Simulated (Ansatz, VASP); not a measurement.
Two plane-wave programs on Nb2As3

```
CELL_PARAMETERS angstrom
4.11115 0.00000 0.00000
-2.05558 3.56036 0.00000
0.00000 0.00000 6.54497
ATOMIC_POSITIONS crystal
Nb 0.33333 0.66667 0.18083
Nb 0.66667 0.33333 0.81917
As 0.00000 0.00000 0.00000
As 0.33333 0.66667 0.61093
As 0.66667 0.33333 0.38907
```

Alike in both runs: functional PBE; k mesh 6 × 6 × 4; occupations gaussian, width 0.1 eV; no spin polarisation.

Ansatz relaxed the structure, and its values are those at the end. VASP's run is a single point on that final structure, the one shown.

|  | VASP | Ansatz |
| --- | --- | --- |
| version | VASP 6.6.1 | Ansatz 0.2.0 |
| potentials or method | VASP PAW PBE potentials, release 64 (Nb_sv, As), cutoff 520 eV | scalar-relativistic, plane waves, PAW |
| valence electrons in the cell | 41 | 71 |

```tsv
	VASP	Ansatz	Ansatz less VASP
gap on the k mesh at the Fermi level (eV)	none	none	-
pressure (GPa)	0.0	0.0	-0.04
rms of the force components (eV/Å)	0.010	0.012	+0.0022
```

A gap of «none» marks a metal or a gap that the smearing closes. VASP's potentials hold 41 valence electrons a cell and Ansatz's 71, so a difference there can come from the potentials and not from the codes.
